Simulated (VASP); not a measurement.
Ge2Sb2Te5, 9 atoms in the cell. The structure is trigonal, space group P-3m1 (No. 164). The conventional cell has a = 4.231 Å, b = 4.231 Å, c = 16.861 Å, α = 90.00°, β = 90.00°, γ = 120.00°. Within 3.9 Å of Te (site symmetry 3m) lie 3 Sb at 2.99 Å and 3 Te at 3.63 Å. Te (site symmetry 3m) has 3 Ge at 2.95 Å and 3 Sb at 3.16 Å within 3.9 Å. Within 3.9 Å of Te (site symmetry -3m) lie 6 Ge at 2.98 Å. Within 3.9 Å of Sb (site symmetry 3m) lie 6 Te at 2.99 to 3.16 Å. Within 3.9 Å of Ge (site symmetry 3m) lie 6 Te at 2.95 to 2.98 Å. 

```yaml
Program: VASP 6.6.1
Task: single point
Functional: PBE
Dispersion: D3(BJ)
Potentials_or_basis: VASP PAW PBE potentials, release 64 (Te, Sb, Ge_d)
Cutoff: 520 eV
k_mesh: 7 × 7 × 2
Occupations: fermi-dirac, width 0.05 eV
Spin: no spin polarisation
Dipole_correction: no
Further_INCAR_settings: ALGO = Normal; EDIFF = 1e-06; NBANDS = 44
```

Potentials or basis: VASP PAW PBE potentials, release 64 (Te, Sb, Ge_d).

Run with:

```console
$ cat potpaw_PBE.64/Te/POTCAR potpaw_PBE.64/Sb/POTCAR potpaw_PBE.64/Ge_d/POTCAR > POTCAR
$ mpirun -np 1 vasp_std > vasp.out
```

Hardware: 1 thread of Intel(R) Xeon(R) 6975P-C (Granite Rapids), with other jobs on the host.

Problem. How long does it take, and how much memory?

Solution. It took 2.8 min on 1 thread of Intel(R) Xeon(R) 6975P-C (Granite Rapids), with other jobs on the host, peak memory 0.45 GiB. Counts: scf iterations 22, k points 16.
